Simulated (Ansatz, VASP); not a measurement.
Two plane-wave programs on Ru5C

The input INCAR:

```
PREC = Accurate ; ENCUT = 520
EDIFF = 1E-6 ; ISMEAR = 0
SIGMA = 0.1 ; LREAL = False
LASPH = True ; NELM = 150
ALGO = Normal ; ISIF = 2
LWAVE = False ; LCHARG = False
ISPIN = 2 ; MAGMOM = 0 0 0 0 0 2
LORBIT = 11 ; LMAXMIX = 4
LDIPOL = True ; IDIPOL = 3
DIPOL = 0.5 0.5 0.360 ; NBANDS = 50
KPAR = 4
```

KPOINTS

```
Automatic mesh
0
Gamma
  12 12 1
```

POSCAR

```
Ru5C
1.0
    2.6740588505      0.0000000000      0.0000000000
   -1.3370294253      2.3158028958      0.0000000000
    0.0000000000      0.0000000000     25.3999246690
Ru C
5 1
Direct
    0.6666666667      0.3333333333      0.1574807820
    0.3333333333      0.6666666667      0.2406849853
    0.6666666667      0.3333333333      0.3240221034
    0.3333333333      0.6666666667      0.4078536871
    0.6666666667      0.3333333333      0.4881874585
    1.1666666667      0.3333333333      0.5405498185
```

Input for Ansatz:

```yaml
crystal:
  lattice:
    - [2.6740588505, 0.0, 0.0]
    - [-1.3370294253, 2.3158028958, 0.0]
    - [0.0, 0.0, 25.399924669]
  atoms:
    - { symbol: Ru, position: [0.6666666667, 0.3333333333, 0.157480782] }
    - { symbol: Ru, position: [0.3333333333, 0.6666666667, 0.2406849853] }
    - { symbol: Ru, position: [0.6666666667, 0.3333333333, 0.3240221034] }
    - { symbol: Ru, position: [0.3333333333, 0.6666666667, 0.4078536871] }
    - { symbol: Ru, position: [0.6666666667, 0.3333333333, 0.4881874585] }
    - { symbol: C, position: [1.1666666667, 0.3333333333, 0.5405498185], spin: 2.0 }
basis:
  ecutwfc: 420
kpoints:
  mp_grid: { grid: [12, 12, 1] }
hamiltonian:
  xc: lda
  pseudopotentials: { kind: paw, azcp: { folder: soft_1 } }
scf:
  occupations: { method: gaussian, width: 0.1 }
output:
  forces: true
  eigenvalues: true
  populations: true
magnetization:
  spin_polarized: true
efield:
  axis: 3
  dipole_correction: true
  ramp_width: 0.04
```

Alike in both runs: task single point; functional LDA; k mesh 12 × 12 × 1; occupations gaussian, width 0.1 eV; collinear spin.

```csv
,VASP,Ansatz
version,VASP 6.6.1,Ansatz 0.2.0
potentials or method,"VASP PAW LDA potentials, release 64 (Ru_pv, C), cutoff 520 eV","scalar-relativistic, plane waves, PAW"
valence electrons in the cell,74,84
```

VASP gave:

- gap on the k mesh at the Fermi level (eV): none
- rms of the force components (eV/Å): 0.894
- net moment per atom (μB): 0.00

Q: Estimate Ansatz's values.

A: gap on the k mesh at the Fermi level (eV): none; rms of the force components (eV/Å): 0.912; net moment per atom (μB): 0.00.

Ansatz warns that its potentials were made for another functional, while VASP's fit it. LDA's correlation is that of Perdew and Zunger in VASP and of Perdew and Wang (1992) in Ansatz. Atom by atom the forces differ by 0.040 eV/Å (rms over components). A gap of «none» marks a metal or a gap that the smearing closes. VASP's potentials hold 74 valence electrons a cell and Ansatz's 84, so a difference there can come from the potentials and not from the codes. Ansatz's warnings: seeded moment not kept.
